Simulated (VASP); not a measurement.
Runs of VASP 6.6.1 on VN2. The structure is that of space group I4/mcm (No. 140), or close to it. The cells are those of the table. 

```tsv
cell	gap on the mesh (eV)	pressure (GPa)	largest force (eV/Å)
a = 4.004 Å, angles 112.1, 112.1, 104.4°, 6 atoms	none	-29.1	0.68
a = 3.967 Å, angles 111.4, 111.4, 105.8°, 6 atoms	none	-23.2	0.60
a = 3.984 Å, angles 113.5, 113.5, 101.6°, 6 atoms	none	(b)	0.45
a = 3.908 Å, angles 115.8, 115.8, 97.5°, 6 atoms	none	5.1	0.50
a = 3.868 Å, angles 115.0, 115.0, 98.8°, 6 atoms	none	(a)	0.58
a = 3.848 Å, angles 112.8, 112.8, 103.1°, 6 atoms	none	9.8	0.17
```

Alike in all rows: task single point; level PBEsol; potentials or basis VASP PAW PBE potentials, release 64 (V_sv, N); no spin polarisation; k mesh 16 × 16 × 16; cutoff (eV) 520; smearing gaussian 0.15 eV.

Q: Estimate the missing entries.

A: (a) 13.2; (b) -22.1.

Caveats: the PAW data sets were made with another functional, which shifts forces and pressure a little; the run has no spin polarisation, though such a crystal can be magnetic; the cell stands under tension (at least some runs); the cell stands under pressure (at least some runs).

A gap of «none» marks levels without a gap at the run's occupations.
